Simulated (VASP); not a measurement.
Here is a VASP 6.6.1 calculation.

INCAR

```
PREC = Accurate ; ENCUT = 600
EDIFF = 1E-7 ; ISMEAR = 0
SIGMA = 0.1 ; LREAL = False
LASPH = True ; NELM = 100
ALGO = Fast ; ISIF = 3
LWAVE = False ; LCHARG = False
GGA = PE ; IBRION = 2
NSW = 100 ; EDIFFG = -0.01
```

KPOINTS

```
regular mesh
0
Gamma
  8 8 8
```

POSCAR

```
Sc2Ta
1.0
    0.0000000000      3.9808958866      3.9808958866
    3.9808958866      0.0000000000      3.9808958866
    3.9808958866      3.9808958866      0.0000000000
Sc Ta
4 2
Direct
    0.1250000000      0.1250000000      0.1250000000
    0.6250000000      0.1250000000      0.1250000000
    0.1250000000      0.1250000000      0.6250000000
    0.1250000000      0.6250000000      0.1250000000
    0.5000000000      0.5000000000      0.5000000000
    0.7500000000      0.7500000000      0.7500000000
```

Potentials or basis: VASP PAW PBE potentials, release 64 (Sc_sv, Ta_pv).

Launch:

```console
$ cat potpaw_PBE.64/Sc_sv/POTCAR potpaw_PBE.64/Ta_pv/POTCAR > POTCAR
$ mpirun -np 1 vasp_std > vasp.out
```

(1) Estimate the band gap on the k mesh.

Results:

(1) zero (bands 33 and 34 overlap by 0.56 eV).

Caveat: the relaxation stopped at its first step, so nothing moved; spin-orbit coupling is left out, which moves the levels of the heavy elements.
